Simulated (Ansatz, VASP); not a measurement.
# Si3Ge: VASP beside Ansatz

```xyz
4
Lattice="3.5797 0.0000 0.0000 0.0000 3.5797 0.0000 0.0000 0.0000 5.0625" Properties=species:S:1:pos:R:3 pbc="T T T"
Si    0.0000    1.7899    3.7969
Si    1.7899    0.0000    1.2656
Si    1.7899    1.7899    2.5312
Ge    0.0000    0.0000    0.0000
```

Alike in both runs: task relaxation of cell and atoms; functional PBE; k mesh 6 × 6 × 4; occupations gaussian, width 0.1 eV; no spin polarisation.

```csv
,VASP,Ansatz
version,VASP 6.6.1,Ansatz 0.2.0
potentials or method,"VASP PAW PBE potentials, release 64 (Si, Ge_d), cutoff 500 eV","scalar-relativistic, plane waves, PAW"
valence electrons in the cell,26,26
```

|  | VASP | Ansatz | Ansatz less VASP |
| --- | --- | --- | --- |
| gap on the k mesh at the Fermi level, each at its own relaxed structure (eV) | 0.39 | 0.39 | -0.001 |
| relaxed volume (Å³/atom) | 21.18 | 21.17 | -0.010 |
| relaxed cell length with the largest relative difference (Å) | 5.523 | 5.521 | -0.0011 |

Noted on VASP's run: the volume moved by over 15 % at a fixed basis, so the end points are rough.
